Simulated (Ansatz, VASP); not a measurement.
# Ga in VASP and in Ansatz

The input INCAR:

```
SYSTEM = Ga
  ALGO = Normal
  EDIFF = 1E-6
  ENCUT = 520
  GGA = PE
  ISIF = 2
  ISMEAR = -1
  LASPH = .True.
  LCHARG = .True.
  LELF = .True.
  LREAL = .False.
  LVHAR = .True.
  LWAVE = .False.
  NBANDS = 12
  NELM = 60
  PREC = Accurate
  SIGMA = 0.03
```

Contents of KPOINTS:

```
k-points
0
Gamma
  16 16 16
  0 0 0
```

Contents of POSCAR:

```
Ga
1.0
   -1.4040000000      1.4040000000      2.2290000000
    1.4040000000     -1.4040000000      2.2290000000
    1.4040000000      1.4040000000     -2.2290000000
Ga
1
Direct
    0.0000000000      0.0000000000      0.0000000000
```

Input for Ansatz:

```yaml
crystal:
  lattice:
    - [-1.404, 1.404, 2.229]
    - [1.404, -1.404, 2.229]
    - [1.404, 1.404, -2.229]
  atoms:
    - { symbol: Ga, position: [0.0, 0.0, 0.0] }
kpoints:
  mp_grid: { grid: [16, 16, 16] }
  band_path:
    path:
      - [0.0, 0.0, 0.0]
      - [0.0, 0.0, 0.5]
      - [0.25, 0.25, 0.25]
      - [0.0, 0.5, 0.0]
      - [0.0, 0.0, 0.0]
      - [0.5, 0.5, -0.5]
      - [0.3491868475, 0.6508131525, -0.3491868475]
      - [-0.3491868475, 0.3491868475, 0.3491868475]
      - [0.0, 0.0, 0.0]
    npoints: 5
scf:
  occupations: { method: fermi_dirac, width: 0.03 }
hamiltonian:
  xc: pbe
  pseudopotentials:
    kind: all_electron
    lapw: { basis_error: 0.001 }
    relativity: none
output:
  forces: true
  stress: true
  eigenvalues: true
```

Alike in both runs: task single point; functional PBE; k mesh 16 × 16 × 16; occupations fermi-dirac, width 0.03 eV; no spin polarisation.

|  | VASP | Ansatz |
| --- | --- | --- |
| version | VASP 6.6.1 | Ansatz 0.2.0 |
| potentials or method | VASP PAW PBE potentials, release 64 (Ga_d), cutoff 520 eV | all-electron LAPW, non-relativistic |

|  | VASP | Ansatz | Ansatz less VASP |
| --- | --- | --- | --- |
| pressure (GPa) | 4.5 | 4.5 | -0.01 |
| traceless stress, the component that is largest in VASP (GPa) | -0.63 | -0.81 | -0.178 |

Ansatz ran all-electron here, and VASP with PAW potentials.
